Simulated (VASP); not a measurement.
Runs of VASP 6.6.1 on Pt. The structure is that of space group Fm-3m (No. 225), or close to it. The cells are those of the table. 

```tsv
task	cell	k mesh	cutoff (eV)	smearing	gap on the mesh (eV)	pressure (GPa)	relaxed volume (Å³/atom)
relaxation of cell and atoms	relaxed from a = 2.752 Å, angles 60.0°, 1 atom	26 × 26 × 26	600	gaussian 0.1 eV	none	0.0	14.80
relaxation of cell and atoms	relaxed from a = 2.753 Å, angles 60.0°, 1 atom	26 × 26 × 26	600	fermi-dirac 0.15 eV	none	0.0	14.84
single point	a = 2.788 Å, angles 60.0°, 1 atom	8 × 8 × 8	520	gaussian 0.1 eV	none	(a)	-
single point	a = 2.756 Å, angles 60.0°, 1 atom	26 × 26 × 26	520	fermi-dirac 0.15 eV	none	0.8	-
single point	a = 2.753 Å, angles 60.0°, 1 atom	26 × 26 × 26	520	gaussian 0.1 eV	none	0.8	-
```

Alike in all rows: level LDA; potentials or basis VASP PAW LDA potentials, release 64 (Pt); no spin polarisation.

Estimate the missing entries.

(a) -10.4.

Caveats: spin-orbit coupling is left out, which moves the levels of the heavy elements.

A k mesh can miss the band edges, and the runs leave out spin-orbit coupling on Pt.

A gap of «none» marks levels without a gap at the run's occupations.
